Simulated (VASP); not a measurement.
Input of a VASP 6.6.1 run:

INCAR

```
ALGO     = Normal         # electronic algorithm
EDIFF    = 1E-6           # SCF threshold, eV
ENCUT    = 520            # plane-wave cutoff, eV
GGA      = PE             # functional
ISIF     = 2              # what is computed and relaxed
ISMEAR   = 0              # smearing method
LASPH    = T              # aspherical terms in the spheres
LCHARG   = T              # write CHGCAR
LELF     = T              # ELF
LREAL    = F              # projectors in reciprocal space
LVHAR    = T            
LWAVE    = F              # write WAVECAR
NBANDS   = 37             # bands
NELM     = 100            # most SCF steps
PREC     = Accurate       # precision mode
SIGMA    = 0.1            # smearing width, eV
```

The input KPOINTS:

```
k-points
0
Gamma
  12 12 4
```

Contents of POSCAR:

```
LiZr4N
1.0
    3.1831769248      0.0000000000      0.0000000000
   -1.5915884624      2.7567120816      0.0000000000
    0.0000000000      0.0000000000     13.1498852096
Li Zr N
1 4 1
Direct
    0.0000000000      0.0000000000      0.0000000000
    0.6666666667      0.3333333333      0.3996762755
    0.3333333333      0.6666666667      0.6003237245
    0.6666666667      0.3333333333      0.8014342951
    0.3333333333      0.6666666667      0.1985657049
    0.0000000000      0.0000000000      0.5000000000
```

Potentials or basis: VASP PAW PBE potentials, release 64 (Li_sv, Zr_sv, N).

The run is started by

```bash
$ cat potpaw_PBE.64/Li_sv/POTCAR potpaw_PBE.64/Zr_sv/POTCAR potpaw_PBE.64/N/POTCAR > POTCAR
$ mpirun -np 1 vasp_std > vasp.out
```

(1) Predict the largest force.

(2) Predict the band gap on the k mesh.

## Answers

(1) 0.022 eV/Å.

(2) zero (bands 28 and 29 overlap by 0.72 eV).
